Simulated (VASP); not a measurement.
LiF:

```xyz
2
Lattice="0.0000 1.9729 1.9729 1.9729 0.0000 1.9729 1.9729 1.9729 0.0000" Properties=species:S:1:pos:R:3 pbc="T T T"
F     1.9729    1.9729    1.9729
Li    0.0000    0.0000    0.0000
```

Program: VASP 6.6.1. Alike in all runs: task single point; potentials or basis VASP PAW PBE potentials, release 64 (F, Li_sv); no spin polarisation; cell as given; cutoff (eV) 520; smearing fermi-dirac 0.05 eV.

Task: Order these runs on this cell by their band gap on the k mesh, lowest first.
A. level HSE06; k mesh 8 × 8 × 8; grid for exact exchange (PRECFOCK) Normal; share of exact exchange 0.25; screening parameter 0.2079 1/Å
B. level PBEsol; k mesh 11 × 11 × 11
C. level PBE0; k mesh 8 × 8 × 8; grid for exact exchange (PRECFOCK) Normal; share of exact exchange 0.25

Result: B (9.48 eV), A (12.00 eV), C (12.76 eV).

Caveats: an odd mesh through Γ misses points on the zone boundary, where band edges can lie (at least some runs).

A k mesh can miss the band edges, odd and even meshes differently.
